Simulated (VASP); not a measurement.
Runs of VASP 6.6.1 on Si. The structure is that of space group I4/mmm (No. 139), or close to it. The cells are those of the table. 

```tsv
task	level	cell	k mesh	cutoff (eV)	grid for exact exchange (PRECFOCK)	share of exact exchange	screening parameter	gap on the mesh (eV)	pressure (GPa)	relaxed volume (Å³/atom)
relaxation of cell and atoms	revPBE+D4	relaxed from a = 2.653 Å, angles 104.3, 104.3, 120.3°, 1 atom	13 × 13 × 13	600	-	-	-	none	0.0	(b)
relaxation of cell and atoms	revPBE+D3(BJ)	relaxed from a = 2.653 Å, angles 104.3, 104.3, 120.3°, 1 atom	13 × 13 × 13	600	-	-	-	none	0.0	13.19
single point	PBE	a = 2.670 Å, angles 104.3, 104.3, 120.3°, 1 atom	13 × 13 × 13	520	-	-	-	none	1.5	-
single point	PBE-based screened hybrid with 25 % exact exchange	a = 2.653 Å, angles 104.3, 104.3, 120.3°, 1 atom	7 × 7 × 7	520	Normal	0.25	0.15 1/Å	none	1.1	-
single point	PBE-based screened hybrid with 25 % exact exchange	a = 2.653 Å, angles 104.3, 104.3, 120.3°, 1 atom	7 × 7 × 7	520	Normal	0.25	0.4 1/Å	none	(a)	-
single point	HSE06	a = 2.599 Å, angles 104.3, 104.3, 120.3°, 1 atom	8 × 8 × 8	520	Normal	0.25	0.2079 1/Å	none	8.5	-
single point	PBE-based screened hybrid with 25 % exact exchange	a = 2.653 Å, angles 104.3, 104.3, 120.3°, 1 atom	7 × 7 × 7	520	Normal	0.25	0.3 1/Å	none	1.7	-
single point	PBE	a = 2.617 Å, angles 104.3, 104.3, 120.3°, 1 atom	13 × 13 × 13	500	-	-	-	none	8.1	-
```

Alike in all rows: potentials or basis VASP PAW PBE potentials, release 64 (Si); no spin polarisation; smearing fermi-dirac 0.05 eV.

Q: Estimate the missing entries.

A: (a) 2.0; (b) 13.36.

Caveats: some runs use coarse meshes; the PAW data sets were made with another functional, which shifts forces and pressure a little (at least some runs); the cell stands under pressure (at least some runs).

A gap of «none» marks levels without a gap at the run's occupations.
